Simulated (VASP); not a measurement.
# Fe: single point with PBEsol

Crystal: Fe.

```
CELL_PARAMETERS angstrom
0.00000 2.39657 2.39657
2.39657 0.00000 2.39657
2.39657 2.39657 0.00000
ATOMIC_POSITIONS crystal
Fe 0.87500 0.87500 0.87500
Fe 0.12500 0.12500 0.12500
```

This isn't the form of Fe at room conditions, which is bcc.

```
Program                : VASP 6.6.1
Task                   : single point
Functional             : PBEsol
Potentials or basis    : VASP PAW PBE potentials, release 64 (Fe)
Cutoff                 : 520 eV
k mesh                 : 14 × 14 × 14
Occupations            : fermi-dirac, width 0.1 eV
Spin                   : collinear spin, ferromagnetic start
Starting moments       : [2.5, 2.5] μB
Dipole correction      : no
Further INCAR settings : ALGO = Normal; EDIFF = 1e-06; NBANDS = 19
```

The pressure is -0.3 GPa and the band gap on the k mesh is zero (filled and empty bands overlap). The net moment is 0.00 μB per cell and the valence electrons inside the program's atomic spheres are Fe 7.58.

Levels at points of the mesh, in eV from the Fermi level:
Spin up:
```tsv
k point	band 5	band 6	band 7	band 8	band 9	band 10	band 11	band 12
(0.00, 0.00, 0.00)	-2.59	-2.59	-0.43	-0.43	-0.43	1.33	1.33	14.76
(0.50, 0.00, 0.00)	-2.62	-2.62	-1.14	0.19	0.19	1.06	1.06	2.64
(0.50, 0.50, 0.00)	-1.40	-1.40	-0.79	-0.79	1.27	1.27	2.87	2.87
```
Spin down:
```
           k point  band 6  band 7  band 8  band 9  band 10  band 11
(0.00, 0.00, 0.00)   -2.59   -0.43   -0.43   -0.43     1.33     1.33
(0.50, 0.00, 0.00)   -2.62   -1.14    0.19    0.19     1.06     1.06
(0.50, 0.50, 0.00)   -1.40   -0.79   -0.79    1.27     1.27     2.87
```

It took 2.1 min on 1 thread of Intel Xeon 8259CL, on a shared host, peak memory 0.22 GiB.

Caveat: the PAW data sets were made with another functional, which shifts forces and pressure a little.
